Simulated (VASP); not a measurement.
# Mg3TeSe2 (P-4m2) in VASP: further runs, part 2 of 2

VASP 6.6.1. The steps go on from the part before.

## Step 4: Relaxation of cell and atoms, PBE

The input, INCAR:

```
SYSTEM = Mg3TeSe2
PREC = Accurate
ENCUT = 600
EDIFF = 1E-6
ISMEAR = 0
SIGMA = 0.1
LREAL = .False.
LASPH = .True.
NELM = 80
ALGO = Normal
ISIF = 3
LWAVE = .False.
LCHARG = .False.
GGA = PE
IBRION = 2
NSW = 90
EDIFFG = -0.04
```

The input, KPOINTS:

```
regular mesh
0
Gamma
  4 4 2
  0 0 0
```

The input, POSCAR:

```
Mg3TeSe2
1.0
    3.9834793400      0.0000000000      0.0000000000
    0.0000000000      3.9834793400      0.0000000000
    0.0000000000      0.0000000000      8.7756866400
Mg Te Se
3 1 2
Direct
    0.5000000000      0.5000000000      0.0000000000
    0.0000000000      0.5000000000      0.3786259900
    0.5000000000      0.0000000000      0.6213740100
    0.0000000000      0.0000000000      0.0000000000
    0.0000000000      0.5000000000      0.7376120100
    0.5000000000      0.0000000000      0.2623879900
```

Potentials or basis: VASP PAW PBE potentials, release 64 (Mg, Te, Se).

Started as:

```sh
cat potpaw_PBE.64/Mg/POTCAR potpaw_PBE.64/Te/POTCAR potpaw_PBE.64/Se/POTCAR > POTCAR
mpirun -np 1 vasp_std > vasp.out
```

OUTCAR:

```text
SYSTEM = Mg3TeSe2
   PREC = Accurate
   ENCUT = 600
   EDIFF = 1E-6
   ISMEAR = 0
   LREAL = .False.
   LASPH = .True.
   NELM = 80
   ISIF = 3
   GGA = PE
   IBRION = 2
   NSW = 90
   EDIFFG = -0.04

 ion  position               nearest neighbor table
   1  0.500  0.500  0.000-   4 2.82   4 2.82   4 2.82   4 2.82   6 3.04   6 3.04   5 3.04   5 3.04

   2  0.000  0.500  0.379-   6 3.00   6 3.00   6 3.00   6 3.00   5 3.15   3 3.53   3 3.53   3 3.53
                             3 3.53
   3  0.500  0.000  0.621-   5 3.00   5 3.00   5 3.00   5 3.00   6 3.15   2 3.53   2 3.53   2 3.53
                             2 3.53
   4  0.000  0.000  0.000-   1 2.82   1 2.82   1 2.82   1 2.82   5 3.04   6 3.04   6 3.04   5 3.04

   5  0.000  0.500  0.738-   3 3.00   3 3.00   3 3.00   3 3.00   4 3.04   1 3.04   4 3.04   1 3.04
                             2 3.15
   6  0.500  0.000  0.262-   2 3.00   2 3.00   2 3.00   2 3.00   1 3.04   4 3.04   4 3.04   1 3.04
                             3 3.15

[... 300 lines left out ...]

--------------------------------------- Ionic step       23  -------------------------------------------

 number of electron      24.0000004 magnetization

------------------------ aborting loop because EDIFF is reached ----------------------------------------
[... 75 lines left out ...]
--------------------------------------- Ionic step       25  -------------------------------------------

 number of electron      24.0000006 magnetization

 Free energy of the ion-electron system (eV)
  ---------------------------------------------------
  ext. energy  EPLUGINS =         0.00000000
  ---------------------------------------------------
  free energy    TOTEN  =       -19.87040589 eV

  energy without entropy =      -19.86835836  energy(sigma->0) =      -19.86938213

 E-fermi :   2.2998     XC(G=0):  -7.9811

 val. band max:        2.1634232905   @ k =   0.5000   0.0000   0.0000
 cond. band min:       2.4051269863   @ k =   0.5000   0.5000   0.0000
 fundamental gap:      0.2417036958
 Fermi energy:         2.2998485238

 k-point     1 :       0.0000    0.0000    0.0000
  band No.  band energies     occupation
      1     -10.6753      2.00000
      2     -10.0888      2.00000
      3      -8.8472      2.00000
      4      -1.5780      2.00000
      5      -0.4158      2.00000
      6       0.4027      2.00000
[... 250 lines left out ...]
  FREE ENERGIE OF THE ION-ELECTRON SYSTEM (eV)
  ---------------------------------------------------
  free  energy   TOTEN  =       -19.8704058887 eV

  energy  without entropy=      -19.8683583627  energy(sigma->0) =      -19.86938213

 reached required accuracy - stopping structural energy minimisation
```

Wall time 9.5 min (1 thread of Intel Xeon Platinum 8375C at 2.90GHz (Ice Lake), shared host); peak memory 0.29 GiB.

Results:

```yaml
Free_energy: -19.8704 eV
Relaxed_volume: 29.08 Å³/atom
Relaxed_cell: a = 3.897 Å, b = 3.897 Å, c = 11.488 Å, α = 90.00°, β = 90.00°, γ = 90.00°
Space_group_after_relaxing_to_0.1_Å: P-4m2 (No. 115)
Energy_gained_by_relaxing: 510.5 meV/atom
Ionic_steps: 25
Pressure_after_relaxing: 0.0 GPa
Largest_force_after_relaxing: 0.030 eV/Å
Band_gap_on_the_k_mesh: 0.24 eV (least direct gap 0.42 eV)
```

Forces on the atoms (eV/Å):
```
Mg   0.000  0.000  0.000
Mg   0.000  0.000  0.030
Mg   0.000  0.000 -0.030
Te   0.000  0.000  0.000
Se   0.000  0.000 -0.004
Se   0.000  0.000  0.004
```

Step by step:
| step | energy change (eV) | largest force (eV/Å) | pressure (GPa) | volume (Å³) |
| --- | --- | --- | --- | --- |
| 1 | 0.0000 | 2.7504 | 2.57 | 139.25 |
| 2 | -0.8012 | 2.4668 | -0.58 | 146.87 |
| 3 | -1.4482 | 1.9200 | -3.42 | 156.70 |
| 4 | -1.9279 | 1.1229 | -6.30 | 177.47 |
| 5 | -2.4443 | 0.7969 | -4.98 | 171.66 |
| 6 | -2.9044 | 0.4808 | -1.68 | 162.50 |
| 7 | -2.9267 | 0.4163 | -0.23 | 159.59 |
| 8 | -2.9278 | 0.4322 | -0.55 | 160.19 |
| 9 | -2.9440 | 0.4047 | -0.34 | 159.40 |
| 10 | -2.9750 | 0.3229 | 0.31 | 157.05 |
| 11 | -2.9576 | 0.2250 | 1.71 | 152.41 |
| 12 | -2.9810 | 0.2667 | 0.77 | 155.47 |
| 13 | -2.9968 | 0.2122 | 0.24 | 157.09 |
| 14 | -3.0009 | 0.2025 | -0.20 | 158.55 |
| 15 | -3.0098 | 0.1698 | 0.03 | 158.55 |
| 16 | -3.0166 | 0.0897 | 0.54 | 158.55 |
| 17 | -3.0253 | 0.1178 | 0.30 | 160.58 |
| 18 | -3.0350 | 0.1916 | -0.19 | 165.61 |
| 19 | -3.0437 | 0.1556 | 0.20 | 165.94 |
| 20 | -3.0457 | 0.1293 | 0.50 | 166.17 |
| 21 | -3.0515 | 0.1157 | 0.36 | 167.73 |
| 22 | -3.0612 | 0.0731 | 0.02 | 172.44 |
| 23 | -3.0622 | 0.0581 | -0.10 | 174.24 |
| 24 | -3.0622 | 0.0556 | -0.12 | 174.51 |
| 25 | -3.0630 | 0.0299 | 0.01 | 174.48 |

Final structure:
```
CELL_PARAMETERS angstrom
3.89709 0.00000 0.00000
0.00000 3.89709 0.00000
0.00000 0.00000 11.48836
ATOMIC_POSITIONS crystal
Mg 0.50000 0.50000 0.00000
Mg 0.00000 0.50000 0.40194
Mg 0.50000 0.00000 0.59806
Te 0.00000 0.00000 0.00000
Se 0.00000 0.50000 0.63224
Se 0.50000 0.00000 0.36776
```

Levels at points of the mesh, in eV from the valence-band top:
```csv
k point,band 10,band 11,band 12,band 13,band 14,band 15
"(0.00, 0.00, 0.00)",-1.01,-0.70,-0.70,1.16,2.01,2.38
"(0.50, 0.00, 0.00)",-0.99,-0.98,0.00,2.10,3.59,4.01
"(0.50, 0.50, 0.00)",-2.02,-2.02,-0.18,0.24,1.52,1.52
"(0.00, 0.00, 0.50)",-1.02,-0.69,-0.69,1.66,2.01,2.11
"(0.50, 0.00, 0.50)",-0.98,-0.87,0.00,2.47,3.29,3.31
"(0.50, 0.50, 0.50)",-2.01,-2.01,-0.21,0.26,1.46,1.46
```

Caveat: the volume moved by over 15 % at a fixed basis, so the end points are rough; semilocal functionals underestimate gaps, and a narrow one can read as zero; spin-orbit coupling is left out, which moves the levels of the heavy elements.

## Step 5: Single point, PBE

This run uses another cell than the first one, of 29.61 Å³/atom.

The input, INCAR:

```
ALGO = Normal
EDIFF = 1E-6
ENCUT = 520
GGA = PE
ISIF = 2
ISMEAR = 0
LASPH = True
LCHARG = True
LELF = True
LREAL = False
LVHAR = True
LWAVE = False
NBANDS = 21
NELM = 60
PREC = Accurate
SIGMA = 0.01
```

The input, KPOINTS:

```
k-points
0
Gamma
  10 10 4
```

The input, POSCAR:

```
Mg3TeSe2
1.0
    3.8906256204      0.0000000000      0.0000000000
    0.0000000000      3.8906256204      0.0000000000
    0.0000000000      0.0000000000     11.7387039917
Mg Te Se
3 1 2
Direct
    0.5000000000      0.5000000000      0.0000000000
    0.0000000000      0.5000000000      0.4046358340
    0.5000000000      0.0000000000      0.5953641660
    0.0000000000      0.0000000000      0.0000000000
    0.0000000000      0.5000000000      0.6302954834
    0.5000000000      0.0000000000      0.3697045166
```

Started as:

```sh
cat potpaw_PBE.64/Mg/POTCAR potpaw_PBE.64/Te/POTCAR potpaw_PBE.64/Se/POTCAR > POTCAR
mpirun -np 1 vasp_std > vasp.out
```

Wall time 3.9 min (1 thread of Intel Xeon Platinum 8375C at 2.90GHz (Ice Lake), shared host); peak memory 0.44 GiB.

It converged, with:

```yaml
Free_energy: -20.0163 eV
Pressure: 0.0 GPa
Largest_force: 0.011 eV/Å
Band_gap_on_the_k_mesh: 0.27 eV (least direct gap 0.46 eV)
```

Forces in eV/Å, atoms in the order of the input:
```
Mg   0.000  0.000  0.000
Mg   0.000  0.000  0.011
Mg   0.000  0.000 -0.011
Te   0.000  0.000  0.000
Se   0.000  0.000 -0.004
Se   0.000  0.000  0.004
```

Levels at points of the mesh, in eV from the valence-band top:
```csv
k point,band 9,band 10,band 11,band 12,band 13,band 14,band 15,band 16
"(0.00, 0.00, 0.00)",-1.03,-1.03,-0.70,-0.70,1.20,2.00,2.38,3.94
"(0.50, 0.00, 0.00)",-1.05,-1.00,-0.99,0.00,2.16,3.55,3.95,4.67
"(0.50, 0.50, 0.00)",-3.01,-2.03,-2.03,-0.19,0.27,1.52,1.52,4.13
"(0.00, 0.00, 0.50)",-1.04,-1.04,-0.69,-0.69,1.63,2.00,2.13,3.93
"(0.50, 0.00, 0.50)",-1.00,-0.99,-0.92,0.00,2.48,3.29,3.31,4.71
"(0.50, 0.50, 0.50)",-3.00,-2.03,-2.03,-0.21,0.29,1.48,1.48,3.74
```

Caveat: semilocal functionals underestimate gaps, and a narrow one can read as zero; spin-orbit coupling is left out, which moves the levels of the heavy elements. A k mesh can miss the band edges.

## Step 6: Summary

```csv
task,cell,k mesh,cutoff (eV),smearing,gap on the mesh (eV),pressure (GPa),largest force (eV/Å)
single point,"a = 3.983, b = 3.983, c = 8.776 Å, 6 atoms, atomic positions A",4 × 4 × 2,520,gaussian 0.1 eV,none,2.6,2.75
single point,"a = 3.900, b = 3.900, c = 11.598 Å, 6 atoms, atomic positions B",4 × 4 × 2,520,gaussian 0.1 eV,0.24,-0.1,0.03
relaxation of cell and atoms,"relaxed from a = 3.983, b = 3.983, c = 8.776 Å, 6 atoms, atomic positions A",4 × 4 × 2,600,gaussian 0.1 eV,0.24,0.0,0.03
single point,"a = 3.891, b = 3.891, c = 11.739 Å, 6 atoms, atomic positions C",10 × 10 × 4,520,gaussian 0.01 eV,0.27,0.0,0.01
```

Alike in all rows: level PBE; potentials or basis VASP PAW PBE potentials, release 64 (Mg, Te, Se); no spin polarisation.

Caveats: some runs use coarse meshes; semilocal functionals underestimate gaps, and a narrow one can read as zero; spin-orbit coupling is left out, which moves the levels of the heavy elements; forces of over 1 eV/Å act on the atoms, so gaps and moduli don't describe the material at rest (at least some runs); the volume moved by over 15 % at a fixed basis, so the end points are rough (at least some runs).

Absolute energies hang on the potentials; compare differences alone.

The gap in the log of VASP goes by the Fermi energy; the results here count the filled bands.